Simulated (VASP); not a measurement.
Write the native input for VASP 6.6.1 that does the following.

```yaml
Task: single point
Functional: LDA
Potentials_or_basis: VASP PAW LDA potentials, release 64 (Ni)
Cutoff: 520 eV
k_mesh: 12 × 12 × 12
Occupations: gaussian, width 0.1 eV
Spin: collinear spin, ferromagnetic start
Starting_moments: "[0.73] μB"
Fixed_moment: 0.73 μB
Dipole_correction: no
Further_INCAR_settings: ALGO = Normal; EDIFF = 1e-07; NBANDS = 15
```

The structure of Ni lies in POSCAR:

```
Ni
1.0
    0.0000000000      1.7683500000      1.7683500000
    1.7683500000      0.0000000000      1.7683500000
    1.7683500000      1.7683500000      0.0000000000
Ni
1
Direct
    0.0000000000      0.0000000000      0.0000000000
```

One way to write it, as run:

INCAR

```
PREC     = Accurate       # precision mode
ENCUT    = 520            # plane-wave cutoff, eV
EDIFF    = 1E-7           # SCF threshold, eV
ISMEAR   = 0              # smearing method
SIGMA    = 0.1            # smearing width, eV
LREAL    = False          # projectors in reciprocal space
LASPH    = True           # aspherical terms in the spheres
NELM     = 150            # most SCF steps
ALGO     = Normal         # electronic algorithm
ISIF     = 2              # what is computed and relaxed
LWAVE    = False          # write WAVECAR
LCHARG   = False          # write CHGCAR
ISPIN    = 2              # spin polarisation
MAGMOM   = 0.73           # initial moments
LORBIT   = 11             # projections on sites
NUPDOWN  = 0.73           # fixed moment
LMAXMIX  = 4              # l up to which the mixer works
GGA      = CA             # functional
NBANDS   = 15             # bands
```

KPOINTS

```
regular mesh
0
Gamma
  12 12 12
```

Potentials or basis: VASP PAW LDA potentials, release 64 (Ni).

The run is started by

```sh
$ cat potpaw_LDA.64/Ni/POTCAR > POTCAR
$ mpirun -np 1 vasp_std > vasp.out
```

Results of the run:

| Property | Result |
| --- | --- |
| Pressure | -18.7 GPa |
| Net moment | 0.73 μB per cell |
| Site moments | Ni +0.73 μB |
| Valence electrons inside the program's atomic spheres | Ni 9.29 |

Caveat: the total moment is fixed, so each spin has its own Fermi level.

It took 22 s on 1 thread of AMD EPYC 9R45 96-Core Processor (Zen 5) (shared host), peak memory 0.1 GiB.
